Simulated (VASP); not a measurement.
Input of a VASP 6.6.1 run:

The input INCAR:

```
SYSTEM = InSe
PREC = Accurate
ENCUT = 520
EDIFF = 1E-8
ISMEAR = -1
SIGMA = 0.01
LREAL = .FALSE.
LASPH = .TRUE.
NELM = 80
ALGO = Normal
ISIF = 2
LWAVE = .FALSE.
LCHARG = .FALSE.
GGA = PS
LEFG = .TRUE.
NBANDS = 27
```

File KPOINTS:

```
Automatic mesh
0
G
  7 7 7
  0 0 0
```

POSCAR

```
InSe
1.0
    1.8579290952      0.9999502918      8.2693495002
   -2.1420702054      1.0599502812      8.3293494897
   -0.0901090399     -2.4341507230      8.3513110101
In Se
2 2
Direct
    0.0000000000      0.0000000000      0.0000000000
    0.1122000000      0.1122000000      0.1122000000
    0.6155000000      0.6155000000      0.6155000000
    0.8300000000      0.8300000000      0.8300000000
```

Potentials or basis: VASP PAW PBE potentials, release 64 (In_d, Se).

The run is started by

```sh
$ cat potpaw_PBE.64/In_d/POTCAR potpaw_PBE.64/Se/POTCAR > POTCAR
$ mpirun -np 1 vasp_std > vasp.out
```

(1) Predict the pressure.

(2) What does it give for the largest force?

(3) Estimate the band gap on the k mesh.

Answers

(1) 0.5 GPa.

(2) 0.461 eV/Å.

(3) 0.63 eV (least direct gap 0.69 eV).

Caveat: the cell differs from its parent crystal (equal xy, yz and zx shear strains of -3 %); without QUAD_EFG the Cq values of the log hold for a quadrupole moment of 1 mb, not for the nuclei; the PAW data sets were made with another functional, which shifts forces and pressure a little; spin-orbit coupling is left out, which moves the levels of the heavy elements; an odd mesh through Γ misses points on the zone boundary, where band edges can lie.
